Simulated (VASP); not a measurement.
**SnO2: single point with PBE**

SnO2:

```xyz
6
Lattice="4.8272 0.0000 0.0000 0.0000 4.8272 0.0000 0.0971 0.0000 3.2382" Properties=species:S:1:pos:R:3 pbc="T T T"
Sn    2.4622    2.4136    1.6191
Sn    0.0000    0.0000    0.0000
O     0.9840    3.8952    1.6078
O     3.9404    0.9320    1.6303
O     1.4782    1.4816    0.0112
O     3.3490    3.3456   -0.0112
```

| Quantity | Value |
| --- | --- |
| Program | VASP 6.6.1 |
| Task | single point |
| Functional | PBE |
| Potentials or basis | VASP PAW PBE potentials, release 64 (Sn_d, O) |
| Cutoff | 600 eV |
| k mesh | 6 × 6 × 8 |
| Occupations | gaussian, width 0.02 eV |
| Spin | no spin polarisation |
| Dipole correction | no |
| Further INCAR settings | ALGO = Normal; EDIFF = 1e-06; NBANDS = 35 |

```yaml
Pressure: 0.5 GPa
Largest_force: 0.017 eV/Å
Band_gap_on_the_k_mesh: 0.66 eV
```

Forces on the atoms (eV/Å):
```
Sn   0.000  0.000  0.000
Sn   0.000  0.000  0.000
O    0.012 -0.011 -0.004
O   -0.012  0.011  0.004
O   -0.012 -0.011  0.004
O    0.012  0.011 -0.004
```

Stress tensor (GPa, compression positive):
```
 0.35  0.00 -2.55
 0.00  0.42  0.00
-2.55  0.00  0.62
```

Levels at points of the mesh, in eV from the valence-band top:
| k point | band 24 | band 25 | band 26 | band 27 | band 28 | band 29 |
| --- | --- | --- | --- | --- | --- | --- |
| (0.00, 0.00, 0.00) | -0.75 | -0.74 | 0.00 | 0.66 | 5.68 | 6.03 |
| (0.50, 0.00, 0.00) | -1.21 | -0.61 | -0.61 | 3.87 | 3.87 | 6.78 |
| (0.00, 0.50, 0.00) | -1.22 | -0.60 | -0.60 | 3.87 | 3.87 | 6.80 |
| (0.50, 0.50, 0.00) | -1.34 | -0.86 | -0.86 | 4.26 | 4.26 | 7.13 |
| (0.00, 0.00, 0.50) | -1.53 | -1.18 | -1.18 | 5.58 | 5.58 | 9.31 |
| (0.50, 0.00, 0.50) | -0.92 | -0.83 | -0.68 | 5.77 | 5.90 | 7.48 |
| (0.00, 0.50, 0.50) | -1.02 | -0.75 | -0.75 | 5.83 | 5.83 | 7.59 |
| (0.50, 0.50, 0.50) | -0.94 | -0.76 | -0.76 | 4.34 | 4.34 | 8.59 |

It took 2.9 min on 1 thread of Intel(R) Xeon(R) 6975P-C (Granite Rapids) (shared host), peak memory 0.38 GiB.

Caveat: spin-orbit coupling is left out, which moves the levels of the heavy elements.
